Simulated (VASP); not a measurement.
# Si2Mo (P3_212) in VASP: further runs

The runs below take Si2Mo through single point, with PBEsol.

Program: VASP 6.6.1. These are calculated values, not measurements. Logs are shortened: lines on timing, memory, paths and dates and some standing lists are left out, and cuts for length are marked.

### Step 1. The cell of the first run

The structure is trigonal, space group P3_212 (No. 153). Conventional cell: a = 4.574 Å, b = 4.574 Å, c = 6.567 Å, α = 90.00°, β = 90.00°, γ = 120.00°. Within 3.4 Å of Si (site symmetry 2) lie 7 Si at 2.57 to 2.90 Å and 5 Mo at 2.60 to 2.73 Å. Si (site symmetry 2) has 5 Mo at 2.56 to 2.67 Å and 9 Si at 2.57 to 3.40 Å within 3.4 Å. Mo (site symmetry 2) has 10 Si at 2.56 to 2.73 Å and 4 Mo at 3.01 to 3.33 Å within 3.4 Å.

### Step 2. Single point, PBEsol (mode 4 (193.4 1/cm) frozen in, largest displacement -0.200 Å)

Contents of INCAR:

```
ALGO = Normal
EDIFF = 1E-6
ENCUT = 520
GGA = PS
ISIF = 2
ISMEAR = 0
LASPH = True
LCHARG = False
LREAL = False
LWAVE = False
NBANDS = 43
NELM = 60
PREC = Accurate
SIGMA = 0.15
```

Contents of KPOINTS:

```
k-points
0
Gamma
  12 12 6
```

Contents of POSCAR:

```
Si2Mo
1.0
    4.5744403908      0.0000000000      0.0000000000
   -2.2872201954      3.9615815865      0.0000000000
    0.0000000000      0.0000000000      6.5665572496
Si Mo
6 3
Direct
    0.1389256216      0.8610743784      0.8333333333
    0.3788210178      0.1894105089      0.1666666667
    0.8105894911      0.6211789822      0.5000000000
    0.8105894911      0.1894105089      0.8333333333
    0.7221487569      0.8610743784      0.1666666667
    0.1389256216      0.2778512431      0.5000000000
    0.4840512337     -0.0318975325      0.5000000000
    0.0318975325      0.5159487663      0.1666666667
    0.4840512337      0.5159487663      0.8333333333
```

Potentials or basis: VASP PAW PBE potentials, release 64 (Si, Mo_sv).

Launch:

```
> cat potpaw_PBE.64/Si/POTCAR potpaw_PBE.64/Mo_sv/POTCAR > POTCAR
> mpirun -np 1 vasp_std > vasp.out
```

OUTCAR:

```text
EDIFF = 1E-6
   ENCUT = 520
   GGA = PS
   ISIF = 2
   ISMEAR = 0
   LASPH = True
   LREAL = False
   NELM = 60
   PREC = Accurate

 ion  position               nearest neighbor table
   1  0.139  0.861  0.833-   3 2.57   2 2.57   9 2.60   9 2.60   7 2.60   8 2.60   4 2.60   4 2.66
                             4 2.66   9 2.73   6 2.90   5 2.90
   2  0.379  0.189  0.167-   7 2.56   9 2.56   6 2.57   1 2.57   8 2.59   5 2.60   5 2.66   5 2.66
                             8 2.67   8 2.67   3 2.95   4 2.95
   3  0.811  0.621  0.500-   8 2.56   9 2.56   5 2.57   1 2.57   7 2.59   6 2.60   6 2.66   6 2.66
                             7 2.67   7 2.67   4 2.95   2 2.95
   4  0.811  0.189  0.833-   7 2.56   8 2.56   6 2.57   5 2.57   9 2.59   1 2.60   1 2.66   1 2.66
                             9 2.67   9 2.67   3 2.95   2 2.95
   5  0.722  0.861  0.167-   3 2.57   4 2.57   8 2.60   8 2.60   7 2.60   9 2.60   2 2.60   2 2.66
                             2 2.66   8 2.73   6 2.90   1 2.90
   6  0.139  0.278  0.500-   2 2.57   4 2.57   7 2.60   7 2.60   9 2.60   8 2.60   3 2.60   3 2.66
                             3 2.66   7 2.73   5 2.90   1 2.90
   7  0.484  0.968  0.500-   2 2.56   4 2.56   3 2.59   6 2.60   6 2.60   1 2.60   5 2.60   3 2.67
                             3 2.67   6 2.73   8 3.01   9 3.01   8 3.33   9 3.33
   8  0.032  0.516  0.167-   3 2.56   4 2.56   2 2.59   5 2.60   5 2.60   6 2.60   1 2.60   2 2.67
                             2 2.67   5 2.73   7 3.01   9 3.01   7 3.33   9 3.33
   9  0.484  0.516  0.833-   3 2.56   2 2.56   4 2.59   1 2.60   1 2.60   6 2.60   5 2.60   4 2.67
                             4 2.67   1 2.73   7 3.01   8 3.01   7 3.33   8 3.33

  LATTYP: Found a hexagonal cell.
 ALAT       =     4.5744403908
 C/A-ratio  =     1.4354886475

  Lattice vectors:

 A1 = (   4.5744403908,   0.0000000000,   0.0000000000)
 A2 = (  -2.2872201954,   3.9615815865,   0.0000000000)
 A3 = (   0.0000000000,   0.0000000000,   6.5665572496)

Analysis of symmetry for initial positions (statically):
=====================================================================
 Subroutine PRICEL returns:
 Original cell was already a primitive cell.

 Routine SETGRP: Setting up the symmetry group for a
 hexagonal supercell.

 Subroutine GETGRP returns: Found  6 space group operations
 (whereof  2 operations were pure point group operations)
 out of a pool of 24 trial point group operations.

The static configuration has the point symmetry C_2 .
 The point group associated with its full space group is D_3 .

Analysis of symmetry for dynamics (positions and initial velocities):
=====================================================================
 Subroutine PRICEL returns:
 Original cell was already a primitive cell.

 Routine SETGRP: Setting up the symmetry group for a
 hexagonal supercell.

 Subroutine GETGRP returns: Found  6 space group operations
 (whereof  2 operations were pure point group operations)
 out of a pool of 24 trial point group operations.

The dynamic configuration has the point symmetry C_2 .
 The point group associated with its full space group is D_3 .

 Subroutine INISYM returns: Found  6 space group operations
 (whereof  2 operations are pure point group operations),
 and found     1 'primitive' translations

----------------------------------------------------------------------------------------

                                     Primitive cell

  volume of cell :     118.9993

  direct lattice vectors                    reciprocal lattice vectors
     4.574440391  0.000000000  0.000000000     0.218605975  0.126212218  0.000000000
    -2.287220195  3.961581586  0.000000000     0.000000000  0.252424437  0.000000000
     0.000000000  0.000000000  6.566557250     0.000000000  0.000000000  0.152286801

  length of vectors
     4.574440391  4.574440391  6.566557250     0.252424437  0.252424437  0.152286801

  position of ions in fractional coordinates (direct lattice)
     0.138925622  0.861074378  0.833333333
     0.378821018  0.189410509  0.166666667
     0.810589491  0.621178982  0.500000000
     0.810589491  0.189410509  0.833333333
     0.722148757  0.861074378  0.166666667
     0.138925622  0.277851243  0.500000000
     0.484051234  0.968102468  0.500000000
     0.031897532  0.515948766  0.166666667
     0.484051234  0.515948766  0.833333333

  ion indices of the primitive-cell ions
   primitive index   ion index
                 1           1
                 2           2
                 3           3
                 4           4
                 5           5
                 6           6
                 7           7
                 8           8
                 9           9

----------------------------------------------------------------------------------------

 KPOINTS: k-points

Automatic generation of k-mesh.
 Grid dimensions read from file:
 generate k-points for:   12   12    6

 Generating k-lattice:

[... 38 lines left out ...]
   ISTART =      0    job   : 0-new  1-cont  2-samecut
   ICHARG =      2    charge: 1-file 2-atom 10-const
   ISPIN  =      1    spin polarized calculation?
   LNONCOLLINEAR =      F non collinear calculations
   LSORBIT =      F    spin-orbit coupling
   LASPH  =      T    aspherical Exc in radial PAW
   ENCUT  =  520.0 eV  38.22 Ry    6.18 a.u.   8.51  8.51 12.21*2*pi/ulx,y,z
   NELM   =     60;   NELMIN=  2; NELMDL= -5     # of ELM steps
   EDIFF  = 0.1E-05   stopping-criterion for ELM
   LREAL  =      F    real-space projection
   EDIFFG = 0.1E-04   stopping-criterion for IOM
   NSW    =      0    number of steps for IOM
   IBRION =     -1    ionic relax: 0-MD 1-quasi-New 2-CG
   NFREE  =      0    steps in history (QN), initial steepest desc. (CG)
   ISIF   =      2    stress and relaxation
   ISYM   =      2    0-nonsym 1-usesym 2-fastsym
   POTIM  = 0.5000    time-step for ionic-motion
   TEBEG  =    0.0;   TEEND  =   0.0 temperature during run
   PSTRESS=    0.0 pullay stress
   NELECT =      66.0000    total number of electrons
   NUPDOWN=      -1.0000    fix difference up-down
   EMIN   =  10.00;   EMAX   =-10.00  energy-range for DOS
   EFERMI =   0.00;   METHOD = LEGACY
   ISMEAR =     0;   SIGMA  =   0.15  broadening in eV -4-tet -1-fermi 0-gaus
   EFERMI_NEDOS =   21; number of points for ismear=-14 and -15
   IALGO  =     38    algorithm
   IMIX   =      4    mixing-type and parameters
     AMIX     =   0.40;   BMIX     =  1.00
     AMIX_MAG =   1.60;   BMIX_MAG =  1.00
  volume/ion in A,a.u.               =      13.22        89.23
  Fermi-wavevector in a.u.,A,eV,Ry     =   1.345059  2.541793 24.615443  1.809184
  Thomas-Fermi vector in A             =   2.473003
   LORBIT       =      0    0 simple, 1 ext, 2 COOP (PROOUT), +10 PAW based schemes
   GGA     = PS    functional components
   LHFCALC =     F    Hartree Fock is set to
   AEXX    =    0.0000 exact exchange contribution
   IVDW    =     0    specifies the selected vdW correction
   LEPSILON=     F    determine dielectric tensor
   LRPA    =     F    only Hartree local field effects (RPA)
 non-spin polarized calculation
 Gauss-broadening in eV      SIGMA  =   0.15
  energy-cutoff  :      520.00
  volume of cell :      119.00
 maximum number of plane-waves:      3236
 NGX is ok and might be reduce to    36
   NGX = 17   NGY = 17   NGZ = 25

 number of electron      65.9999999 magnetization

 Free energy of the ion-electron system (eV)
  ---------------------------------------------------
  ext. energy  EPLUGINS =         0.00000000
  ---------------------------------------------------
  free energy    TOTEN  =       -74.22660484 eV

  energy without entropy =      -74.22222281  energy(sigma->0) =      -74.22441383

 E-fermi :  12.9464     XC(G=0): -12.5773

 val. band max:       12.9004143257   @ k =   0.5000   0.0000   0.0000
 cond. band min:      12.9816633991   @ k =   0.5000   0.0000   0.5000
 fundamental gap:      0.0812490734
 Fermi energy:        12.9463815261

 k-point     1 :       0.0000    0.0000    0.0000
  band No.  band energies     occupation
      1     -48.1035      2.00000
      2     -48.0662      2.00000
      3     -48.0662      2.00000
      4     -22.3996      2.00000
      5     -22.3996      2.00000
      6     -22.3938      2.00000
[... 35 lines left out ...]
     42      16.0104      0.00000
     43      16.1623      0.00000
[... 1017 lines left out ...]
      3     -48.0631      2.00000
      4     -22.4434      2.00000
      5     -22.4262      2.00000
      6     -22.3785      2.00000
[... 35 lines left out ...]
     42      16.3950      0.00000
     43      16.6800      0.00000

 [... further k-points ...]
[... 5 lines left out ...]
  --------------------------------------------------------------------------------------
  -------------------------------------------------------------------------------------
  Total        0.2803684      0.2803684      1.2357312      0.0000000      0.0000000      0.0000000
  in kB        3.7748119      3.7748119     16.6375850      0.0000000      0.0000000      0.0000000
  external PRESSURE =       8.0624029 kB  Pullay stress =       0.0000000 kB

 VOLUME and BASIS-vectors are now :
 -----------------------------------------------------------------------------
  energy-cutoff  :      520.00
  volume of cell :      119.00
      direct lattice vectors                 reciprocal lattice vectors
     4.574440391  0.000000000  0.000000000     0.218605975  0.126212218  0.000000000
    -2.287220195  3.961581586  0.000000000     0.000000000  0.252424437  0.000000000
     0.000000000  0.000000000  6.566557250     0.000000000  0.000000000  0.152286801

 POSITION                                       TOTAL-FORCE (eV/Angst)
 -----------------------------------------------------------------------------------
     -1.33396      3.41122      5.47213         0.654320     -0.377772      0.000000
      1.29967      0.75037      1.09443        -0.678658     -0.391823      0.000000
      2.28722      2.46085      3.28328        -0.000000      0.783646      0.000000
      3.27477      0.75037      5.47213         0.678658     -0.391823      0.000000
      1.33396      3.41122      1.09443        -0.654320     -0.377772      0.000000
      0.00000      1.10073      3.28328        -0.000000      0.755544      0.000000
     -0.00000      3.83522      3.28328         0.000000      1.487542      0.000000
     -1.03418      2.04397      1.09443        -1.288249     -0.743771     -0.000000
      1.03418      2.04397      5.47213         1.288249     -0.743771      0.000000
 -----------------------------------------------------------------------------------
    total drift:                                0.000001      0.000008     -0.000001

  FREE ENERGIE OF THE ION-ELECTRON SYSTEM (eV)
  ---------------------------------------------------
  free  energy   TOTEN  =       -74.2266048429 eV

  energy  without entropy=      -74.2222228103  energy(sigma->0) =      -74.22441383
```

It took 8.6 min on 1 thread of AMD EPYC 9R14 (Zen 4), shared host; peak memory 0.47 GiB.

What came out:

- Free energy: -74.2266 eV
- Pressure: 0.8 GPa
- Largest force: 1.488 eV/Å
- Band gap on the k mesh: zero (band 33 reaches 12.98 eV, above the bottom of band 34 at 12.90 eV)

Forces in eV/Å, atoms in the order of the input:
```
Si   0.654 -0.378  0.000
Si  -0.679 -0.392  0.000
Si   0.000  0.784  0.000
Si   0.679 -0.392  0.000
Si  -0.654 -0.378  0.000
Si   0.000  0.756  0.000
Mo   0.000  1.488  0.000
Mo  -1.288 -0.744  0.000
Mo   1.288 -0.744  0.000
```

Caveat: the cell differs from its parent crystal (mode 4 (193.4 1/cm) frozen in, largest displacement -0.200 Å); the PAW data sets were made with another functional, which shifts forces and pressure a little.

### Step 3. Single point, PBEsol (mode 4 (193.4 1/cm) frozen in, largest displacement +0.150 Å)

Contents of INCAR:

```
SYSTEM = Si2Mo
PREC = Accurate
ENCUT = 520
EDIFF = 1E-7
ISMEAR = 0
SIGMA = 0.15
LREAL = .FALSE.
LASPH = .TRUE.
NELM = 60
ALGO = Normal
ISIF = 2
LWAVE = .FALSE.
LCHARG = .TRUE.
GGA = PS
LELF = .TRUE.
LVHAR = .TRUE.
NBANDS = 43
```

Contents of KPOINTS:

```
regular mesh
0
G
  12 12 6
  0 0 0
```

Contents of POSCAR:

```
Si2Mo
1.0
    4.5744403908      0.0000000000      0.0000000000
   -2.2872201954      3.9615815865      0.0000000000
    0.0000000000      0.0000000000      6.5665572496
Si Mo
6 3
Direct
    0.1830998980      0.8169001020      0.8333333333
    0.2904724650      0.1452362325      0.1666666667
    0.8547637675      0.7095275350      0.5000000000
    0.8547637675      0.1452362325      0.8333333333
    0.6338002040      0.8169001020      0.1666666667
    0.1830998980      0.3661997960      0.5000000000
    0.5119615747      0.0239231494      0.5000000000
   -0.0239231494      0.4880384253      0.1666666667
    0.5119615747      0.4880384253      0.8333333333
```

Potentials or basis: VASP PAW PBE potentials, release 64 (Si, Mo_sv).

Launch:

```
> cat potpaw_PBE.64/Si/POTCAR potpaw_PBE.64/Mo_sv/POTCAR > POTCAR
> mpirun -np 1 vasp_std > vasp.out
```

Wall time 9 min (1 thread of AMD EPYC 9R14 (Zen 4), shared host); peak memory 0.46 GiB.

The run converged. Its results:

| Item | Value |
| --- | --- |
| Free energy | -74.5556 eV |
| Pressure | 0.6 GPa |
| Largest force | 1.174 eV/Å |
| Band gap on the k mesh | zero (band 33 reaches 12.96 eV, above the bottom of band 34 at 12.93 eV) |

Forces on the atoms (eV/Å):
```
Si  -0.511  0.295  0.000
Si   0.492  0.284  0.000
Si   0.000 -0.569  0.000
Si  -0.492  0.284  0.000
Si   0.511  0.295  0.000
Si   0.000 -0.590  0.000
Mo   0.000 -1.174  0.000
Mo   1.017  0.587  0.000
Mo  -1.017  0.587  0.000
```

Stress tensor (GPa, compression positive):
```
0.36 0.00 0.00
0.00 0.36 0.00
0.00 0.00 1.08
```

Levels at points of the mesh, in eV from the Fermi level:
| k point | band 31 | band 32 | band 33 | band 34 | band 35 | band 36 |
| --- | --- | --- | --- | --- | --- | --- |
| (0.00, 0.00, 0.00) | -2.57 | -2.22 | -0.71 | 1.83 | 2.04 | 2.26 |
| (0.50, 0.00, 0.00) | -1.53 | -1.00 | -0.63 | -0.02 | 0.65 | 0.83 |
| (0.00, 0.00, 0.50) | -2.05 | -0.64 | -0.64 | 1.76 | 1.96 | 1.96 |
| (0.50, 0.00, 0.50) | -2.09 | -1.16 | 0.01 | 0.48 | 0.88 | 1.19 |

Caveat: the cell differs from its parent crystal (mode 4 (193.4 1/cm) frozen in, largest displacement +0.150 Å); the PAW data sets were made with another functional, which shifts forces and pressure a little.

### Step 4. Single point, PBEsol (mode 4 (193.4 1/cm) frozen in, largest displacement -0.100 Å)

Contents of INCAR:

```
SYSTEM = Si2Mo
  ALGO = Normal
  EDIFF = 1E-6
  ENCUT = 520
  GGA = PS
  ISIF = 2
  ISMEAR = 0
  LASPH = .TRUE.
  LCHARG = .FALSE.
  LREAL = .FALSE.
  LWAVE = .FALSE.
  NBANDS = 43
  NELM = 100
  PREC = Accurate
  SIGMA = 0.15
```

Contents of KPOINTS:

```
k-points
0
G
  12 12 6
  0 0 0
```

Contents of POSCAR:

```
Si2Mo
1.0
    4.5744403908      0.0000000000      0.0000000000
   -2.2872201954      3.9615815865      0.0000000000
    0.0000000000      0.0000000000      6.5665572496
Si Mo
6 3
Direct
    0.1515468434      0.8484531566      0.8333333333
    0.3535785741      0.1767892871      0.1666666667
    0.8232107129      0.6464214259      0.5000000000
    0.8232107129      0.1767892871      0.8333333333
    0.6969063132      0.8484531566      0.1666666667
    0.1515468434      0.3030936868      0.5000000000
    0.4920256169     -0.0159487663      0.5000000000
    0.0159487663      0.5079743831      0.1666666667
    0.4920256169      0.5079743831      0.8333333333
```

Launch:

```
> cat potpaw_PBE.64/Si/POTCAR potpaw_PBE.64/Mo_sv/POTCAR > POTCAR
> mpirun -np 1 vasp_std > vasp.out
```

It took 15 min on 1 thread of Oxide Virtual Turin-like, shared host; peak memory 0.46 GiB.

Results (log left out):

* Free energy: -74.7948 eV
* Pressure: 0.5 GPa
* Largest force: 0.809 eV/Å

Forces in eV/Å, atoms in the order of the input:
```
Si   0.329 -0.190  0.000
Si  -0.340 -0.196  0.000
Si   0.000  0.393  0.000
Si   0.340 -0.196  0.000
Si  -0.329 -0.190  0.000
Si   0.000  0.380  0.000
Mo   0.000  0.809  0.000
Mo  -0.701 -0.405  0.000
Mo   0.701 -0.405  0.000
```

Stress tensor (GPa, compression positive):
```
0.36 0.00 0.00
0.00 0.36 0.00
0.00 0.00 0.70
```

Levels at points of the mesh, in eV from the Fermi level:
```csv
k point,band 29,band 30,band 31,band 32,band 33,band 34,band 35,band 36,band 37,band 38
"(0.00, 0.00, 0.00)",-3.05,-3.05,-2.68,-2.19,-0.80,1.91,2.20,2.31,2.31,2.62
"(0.50, 0.00, 0.00)",-2.38,-2.24,-1.58,-1.05,-0.66,0.00,0.66,0.83,1.30,1.91
"(0.00, 0.00, 0.50)",-2.36,-2.36,-2.09,-0.71,-0.71,1.82,2.11,2.11,2.20,2.53
"(0.50, 0.00, 0.50)",-2.97,-2.71,-2.06,-1.23,-0.01,0.50,0.96,1.26,1.45,1.62
```

Caveat: the cell differs from its parent crystal (mode 4 (193.4 1/cm) frozen in, largest displacement -0.100 Å); the PAW data sets were made with another functional, which shifts forces and pressure a little.

### Step 5. Single point, PBEsol (mode 4 (193.4 1/cm) frozen in, largest displacement +0.175 Å)

Contents of INCAR:

```
PREC = Accurate
ENCUT = 520
EDIFF = 1E-6
ISMEAR = 0
SIGMA = 0.15
LREAL = F
LASPH = T
NELM = 60
ALGO = Normal
ISIF = 2
LWAVE = F
LCHARG = F
GGA = PS
NBANDS = 43
```

Contents of KPOINTS:

```
regular mesh
0
Gamma
  12 12 6
```

Contents of POSCAR:

```
Si2Mo
1.0
    4.5744403908      0.0000000000      0.0000000000
   -2.2872201954      3.9615815865      0.0000000000
    0.0000000000      0.0000000000      6.5665572496
Si Mo
6 3
Direct
    0.1862552034      0.8137447966      0.8333333333
    0.2841618541      0.1420809270      0.1666666667
    0.8579190730      0.7158381459      0.5000000000
    0.8579190730      0.1420809270      0.8333333333
    0.6274895931      0.8137447966      0.1666666667
    0.1862552034      0.3725104069      0.5000000000
    0.5139551705      0.0279103409      0.5000000000
   -0.0279103409      0.4860448295      0.1666666667
    0.5139551705      0.4860448295      0.8333333333
```

Launch:

```
> cat potpaw_PBE.64/Si/POTCAR potpaw_PBE.64/Mo_sv/POTCAR > POTCAR
> mpirun -np 1 vasp_std > vasp.out
```

Run time: 13 min. Hardware: 1 thread of Oxide Virtual Turin-like, shared host; peak memory 0.47 GiB.

The run converged. Its results:

```yaml
Free_energy: -74.4020 eV
Pressure: 0.7 GPa
Largest_force: 1.339 eV/Å
Band_gap_on_the_k_mesh: zero (band 33 reaches 12.97 eV, above the bottom of band 34 at 12.92 eV)
```

Forces in eV/Å, atoms in the order of the input:
```
Si  -0.595  0.344  0.000
Si   0.574  0.331  0.000
Si   0.000 -0.662  0.000
Si  -0.574  0.331  0.000
Si   0.595  0.344  0.000
Si   0.000 -0.687  0.000
Mo   0.000 -1.339  0.000
Mo   1.159  0.669  0.000
Mo  -1.159  0.669  0.000
```

Stress tensor (GPa, compression positive):
```
0.37 0.00 0.00
0.00 0.37 0.00
0.00 0.00 1.35
```

Levels at points of the mesh, in eV from the Fermi level:
```tsv
k point	band 29	band 30	band 31	band 32	band 33	band 34	band 35	band 36	band 37	band 38
(0.00, 0.00, 0.00)	-3.00	-3.00	-2.51	-2.24	-0.65	1.78	1.96	2.23	2.23	2.42
(0.50, 0.00, 0.00)	-2.40	-2.28	-1.50	-0.97	-0.61	-0.03	0.65	0.83	1.32	1.91
(0.00, 0.00, 0.50)	-2.35	-2.35	-2.03	-0.59	-0.59	1.71	1.89	1.89	2.15	2.45
(0.50, 0.00, 0.50)	-2.83	-2.70	-2.11	-1.12	0.02	0.47	0.85	1.15	1.58	1.60
```

Caveat: the cell differs from its parent crystal (mode 4 (193.4 1/cm) frozen in, largest displacement +0.175 Å); the PAW data sets were made with another functional, which shifts forces and pressure a little.
